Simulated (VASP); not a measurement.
# CuO (Cc) in VASP: further runs

The runs below take CuO through single point, with LDA+U.

Everything below comes from runs of VASP 6.6.1. Logs are shortened: lines on timing, memory, paths and dates and some standing lists are left out, and cuts for length are marked.

**1. The cell of the first run**

Symmetry: Cc, No. 9, monoclinic system. The conventional cell has a = 4.689 Å, b = 3.427 Å, c = 5.132 Å, α = 90.00°, β = 99.65°, γ = 90.00°. Cu (site symmetry 1) has 4 O at 1.91 to 2.02 Å within 2.5 Å. O (site symmetry 1) has 4 Cu at 1.91 to 2.02 Å within 2.5 Å.

**2. Single point, LDA+U**

INCAR

```
SYSTEM = CuO
PREC = Accurate ; ENCUT = 520
EDIFF = 1E-7 ; ISMEAR = 0
SIGMA = 0.05 ; LREAL = .FALSE.
LASPH = .TRUE. ; NELM = 150
ALGO = Normal ; ISIF = 2
LWAVE = .FALSE. ; LCHARG = .FALSE.
LMAXMIX = 4 ; LDAU = .TRUE.
LDAUTYPE = 2 ; LDAUL = 2 -1
LDAUU = 5 0 ; LDAUJ = 0 0
LDAUPRINT = 1 ; GGA = CA
NBANDS = 25
```

KPOINTS

```
Automatic mesh
0
G
  7 7 4
  0 0 0
```

POSCAR

```
CuO
1.0
    2.3446497600     -1.7133998200      0.0000000000
    2.3446497600      1.7133998200      0.0000000000
   -0.8605499100      0.0000000000      5.0594394800
Cu O
2 2
Direct
    0.0032000000      0.4968000000      0.0000000000
    0.4968000000      0.0032000000      0.5000000000
    0.5714000000      0.4056000000      0.2537000000
    0.4056000000      0.5714000000      0.7537000000
```

Potentials or basis: VASP PAW LDA potentials, release 64 (Cu, O).

Command:

```console
$ cat potpaw_LDA.64/Cu/POTCAR potpaw_LDA.64/O/POTCAR > POTCAR
$ mpirun -np 1 vasp_std > vasp.out
```

OUTCAR:

```text
SYSTEM = CuO
   PREC = Accurate
   ENCUT = 520
   EDIFF = 1E-7
   ISMEAR = 0
   LREAL = .FALSE.
   LASPH = .TRUE.
   NELM = 150
   ISIF = 2
   GGA = CA

 ion  position               nearest neighbor table
   1  0.003  0.497  0.000-   4 1.91   3 1.93   4 1.98   3 2.02
   2  0.497  0.003  0.500-   3 1.91   4 1.93   3 1.98   4 2.02
   3  0.571  0.406  0.254-   2 1.91   1 1.93   2 1.98   1 2.02
   4  0.406  0.571  0.754-   1 1.91   2 1.93   1 1.98   2 2.02

  LATTYP: Found a base centered monoclinic cell.
 ALAT       =     4.6892995200
 B/A-ratio  =     0.7307700490
 C/A-ratio  =     1.0944283419
 COS(beta)  =    -0.1676798045

  Lattice vectors:

 A1 = (   2.3446497600,  -1.7133998200,   0.0000000000)
 A2 = (   2.3446497600,   1.7133998200,   0.0000000000)
 A3 = (  -0.8605499100,   0.0000000000,   5.0594394800)

Analysis of symmetry for initial positions (statically):
=====================================================================
 Subroutine PRICEL returns:
 Original cell was already a primitive cell.

 Routine SETGRP: Setting up the symmetry group for a
 base centered monoclinic supercell.

 Subroutine GETGRP returns: Found  2 space group operations
 (whereof  1 operations were pure point group operations)
 out of a pool of  4 trial point group operations.

The static configuration has the point symmetry C_1 .
 The point group associated with its full space group is C_1h.

Analysis of symmetry for dynamics (positions and initial velocities):
=====================================================================
 Subroutine PRICEL returns:
 Original cell was already a primitive cell.

 Routine SETGRP: Setting up the symmetry group for a
 base centered monoclinic supercell.

 Subroutine GETGRP returns: Found  2 space group operations
 (whereof  1 operations were pure point group operations)
 out of a pool of  4 trial point group operations.

The dynamic configuration has the point symmetry C_1 .
 The point group associated with its full space group is C_1h.

 Subroutine INISYM returns: Found  2 space group operations
 (whereof  1 operations are pure point group operations),
 and found     1 'primitive' translations

[... 179 lines left out ...]

  0.9544 -0.0115 -0.0098 -0.0082  0.0032
 -0.0115  0.9094 -0.0000 -0.0758  0.0246
 -0.0098 -0.0000  0.9696 -0.0014 -0.0010
 -0.0082 -0.0758 -0.0014  0.8650  0.0316
  0.0032  0.0246 -0.0010  0.0316  0.9553

spin component  2

  0.9544 -0.0115 -0.0098 -0.0082  0.0032
 -0.0115  0.9094 -0.0000 -0.0758  0.0246
 -0.0098 -0.0000  0.9696 -0.0014 -0.0010
 -0.0082 -0.0758 -0.0014  0.8650  0.0316
  0.0032  0.0246 -0.0010  0.0316  0.9553

 occupancies and eigenvectors

  o =  0.7968  v = -0.0882 -0.5813 -0.0098 -0.7707  0.2455  0.0000  0.0000  0.0000  0.0000  0.0000      0.0000  0.0000  0.0000  0.0000  0.0000  0.0000  0.0000  0.0000  0.0000  0.0000
  o =  0.7968  v =  0.0000  0.0000  0.0000  0.0000  0.0000 -0.0882 -0.5813 -0.0098 -0.7707  0.2455      0.0000  0.0000  0.0000  0.0000  0.0000  0.0000  0.0000  0.0000  0.0000  0.0000
  o =  0.9499  v =  0.8760  0.1248  0.4251 -0.1816  0.0572  0.0000  0.0000  0.0000  0.0000  0.0000      0.0000  0.0000  0.0000  0.0000  0.0000  0.0000  0.0000  0.0000  0.0000  0.0000
  o =  0.9499  v =  0.0000  0.0000  0.0000  0.0000  0.0000  0.8760  0.1248  0.4251 -0.1816  0.0572      0.0000  0.0000  0.0000  0.0000  0.0000  0.0000  0.0000  0.0000  0.0000  0.0000
  o =  0.9647  v =  0.0214  0.3218 -0.2432 -0.4885 -0.7735  0.0000  0.0000  0.0000  0.0000  0.0000      0.0000  0.0000  0.0000  0.0000  0.0000  0.0000  0.0000  0.0000  0.0000  0.0000
  o =  0.9647  v =  0.0000  0.0000  0.0000  0.0000  0.0000  0.0214  0.3218 -0.2432 -0.4885 -0.7735      0.0000  0.0000  0.0000  0.0000  0.0000  0.0000  0.0000  0.0000  0.0000  0.0000
  o =  0.9669  v =  0.0000  0.0000  0.0000  0.0000  0.0000  0.0840 -0.6989  0.2511  0.3308 -0.5763      0.0000  0.0000  0.0000  0.0000  0.0000  0.0000  0.0000  0.0000  0.0000  0.0000
  o =  0.9669  v =  0.0840 -0.6989  0.2511  0.3308 -0.5763  0.0000  0.0000  0.0000  0.0000  0.0000      0.0000  0.0000  0.0000  0.0000  0.0000  0.0000  0.0000  0.0000  0.0000  0.0000
  o =  0.9754  v =  0.0000  0.0000  0.0000  0.0000  0.0000 -0.4661  0.2335  0.8349 -0.1583 -0.0782      0.0000  0.0000  0.0000  0.0000  0.0000  0.0000  0.0000  0.0000  0.0000  0.0000
  o =  0.9754  v = -0.4661  0.2335  0.8349 -0.1583 -0.0782  0.0000  0.0000  0.0000  0.0000  0.0000      0.0000  0.0000  0.0000  0.0000  0.0000  0.0000  0.0000  0.0000  0.0000  0.0000

 number of electron      33.9999999 magnetization

 Free energy of the ion-electron system (eV)
  ---------------------------------------------------
  ext. energy  EPLUGINS =         0.00000000
  ---------------------------------------------------
  free energy    TOTEN  =       -19.80879393 eV

  energy without entropy =      -19.80580464  energy(sigma->0) =      -19.80729928

 E-fermi :   4.8102     XC(G=0): -12.3718

 val. band max:        4.7702555114   @ k =   0.4286   0.2857   0.5000
 cond. band min:       4.8257922216   @ k =  -0.2857   0.1429   0.5000
 fundamental gap:      0.0555367102
 Fermi energy:         4.8102462299

 k-point     1 :       0.0000    0.0000    0.0000
  band No.  band energies     occupation
      1     -14.4212      2.00000
      2     -13.0362      2.00000
      3      -3.2130      2.00000
      4      -0.8397      2.00000
      5      -0.5523      2.00000
      6       0.5953      2.00000
[... 661 lines left out ...]
     24      20.1488      0.00000
     25      21.0884      0.00000

 [... further k-points ...]
[... 5 lines left out ...]
  --------------------------------------------------------------------------------------
  -------------------------------------------------------------------------------------
  Total       -3.3354837     -2.3191506     -3.9485373      0.0000000      0.0000000      0.0961971
  in kB     -131.4620244    -91.4051040   -155.6244141      0.0000000      0.0000000      3.7914338
  external PRESSURE =    -126.1638475 kB  Pullay stress =       0.0000000 kB

 VOLUME and BASIS-vectors are now :
 -----------------------------------------------------------------------------
  energy-cutoff  :      520.00
  volume of cell :       40.65
      direct lattice vectors                 reciprocal lattice vectors
     2.344649760 -1.713399820  0.000000000     0.213251467 -0.291817470  0.036271514
     2.344649760  1.713399820  0.000000000     0.213251467  0.291817470  0.036271514
    -0.860549910  0.000000000  5.059439480     0.000000000  0.000000000  0.197650353

 POSITION                                       TOTAL-FORCE (eV/Angst)
 -----------------------------------------------------------------------------------
      1.17232      0.84573      0.00000        -0.518060      0.262002      0.199314
      0.74205     -0.84573      2.52972        -0.518060     -0.262002      0.199314
      2.07240     -0.28408      1.28358         0.518060      0.474618     -0.199314
      1.64213      0.28408      3.81330         0.518060     -0.474618     -0.199314
 -----------------------------------------------------------------------------------
    total drift:                               -0.000206      0.000000     -0.000612

  FREE ENERGIE OF THE ION-ELECTRON SYSTEM (eV)
  ---------------------------------------------------
  free  energy   TOTEN  =       -19.8087939299 eV

  energy  without entropy=      -19.8058046369  energy(sigma->0) =      -19.80729928
```

It took 31 s on 1 thread of Intel Xeon Platinum 8488C (Sapphire Rapids), shared host; peak memory 0.17 GiB.

What came out:

- Free energy: -19.8088 eV
- Pressure: -12.6 GPa
- Largest force: 0.730 eV/Å
- Band gap on the k mesh: zero (band 17 reaches 5.14 eV, above the bottom of band 18 at 4.34 eV)

Forces in eV/Å, atoms in the order of the input:
```
Cu  -0.518  0.262  0.199
Cu  -0.518 -0.262  0.199
O    0.518  0.475 -0.199
O    0.518 -0.475 -0.199
```

Stress tensor (GPa, compression positive):
```
-13.15   0.00   0.38
  0.00  -9.14   0.00
  0.38   0.00 -15.56
```

Levels at points of the mesh, in eV from the Fermi level:
| k point | band 13 | band 14 | band 15 | band 16 | band 17 | band 18 | band 19 | band 20 | band 21 | band 22 |
| --- | --- | --- | --- | --- | --- | --- | --- | --- | --- | --- |
| (0.00, 0.00, 0.00) | -2.68 | -2.60 | -2.37 | -2.18 | 0.27 | 0.97 | 1.99 | 6.51 | 8.39 | 13.77 |
| (0.00, 0.00, 0.50) | -2.86 | -2.86 | -1.70 | -1.70 | 0.33 | 0.33 | 4.23 | 4.23 | 11.96 | 11.96 |

Eigenvalues of the final occupation matrices:
| site | spin | trace | eigenvalues |
| --- | --- | --- | --- |
| site 1 d | 1 | 4.65 | 0.80 0.95 0.96 0.97 0.98 |
| site 1 d | 2 | 4.65 | 0.80 0.95 0.96 0.97 0.98 |
| site 2 d | 1 | 4.65 | 0.80 0.95 0.96 0.97 0.98 |
| site 2 d | 2 | 4.65 | 0.80 0.95 0.96 0.97 0.98 |

Caveat: U without spin polarisation on a metal has little footing.

**3. Single point, LDA+U**

INCAR

```
SYSTEM = CuO
PREC = Accurate ; ENCUT = 700
EDIFF = 1E-6 ; ISMEAR = 0
SIGMA = 0.05 ; LREAL = .FALSE.
LASPH = .TRUE. ; NELM = 200
ALGO = Normal ; ISIF = 2
LWAVE = .FALSE. ; LCHARG = .FALSE.
LMAXMIX = 4 ; LDAU = .TRUE.
LDAUTYPE = 2 ; LDAUL = 2 -1
LDAUU = 5 0 ; LDAUJ = 0 0
LDAUPRINT = 1 ; GGA = CA
NBANDS = 33 ; GGA_COMPAT = .FALSE.
```

KPOINTS is that of step 2.

POSCAR is that of step 2.

Potentials or basis: VASP PAW LDA potentials, release 64 (Cu_sv_GW, O).

Command:

```console
$ cat potpaw_LDA.64/Cu_sv_GW/POTCAR potpaw_LDA.64/O/POTCAR > POTCAR
$ mpirun -np 1 vasp_std > vasp.out
```

Wall time 2 min (1 thread of Intel Xeon Platinum 8259CL at 2.50GHz (Skylake/Cascade Lake), shared host); peak memory 0.25 GiB.

The run converged. Its results:

* Free energy: -19.0031 eV
* Pressure: -12.1 GPa
* Largest force: 0.740 eV/Å
* Band gap on the k mesh: zero (band 25 reaches 5.27 eV, above the bottom of band 26 at 4.50 eV)

Forces on the atoms (eV/Å):
```
Cu  -0.556  0.292  0.217
Cu  -0.556 -0.292  0.217
O    0.556  0.437 -0.217
O    0.556 -0.437 -0.217
```

Stress tensor (GPa, compression positive):
```
-12.50   0.00  -0.11
  0.00  -9.26   0.00
 -0.11   0.00 -14.55
```

Levels at points of the mesh, in eV from the Fermi level:
```
           k point  band 23  band 24  band 25  band 26  band 27  band 28
(0.00, 0.00, 0.00)    -2.40    -2.33     0.24     0.97     1.82     6.27
(0.00, 0.00, 0.50)    -1.80    -1.80     0.32     0.32     4.06     4.06
```

Eigenvalues of the final occupation matrices:
| site | spin | trace | eigenvalues |
| --- | --- | --- | --- |
| site 1 d | 1 | 4.50 | 0.75 0.92 0.94 0.94 0.95 |
| site 1 d | 2 | 4.50 | 0.75 0.92 0.94 0.94 0.95 |
| site 2 d | 1 | 4.50 | 0.75 0.92 0.94 0.94 0.95 |
| site 2 d | 2 | 4.50 | 0.75 0.92 0.94 0.94 0.95 |

Caveat: U without spin polarisation on a metal has little footing.
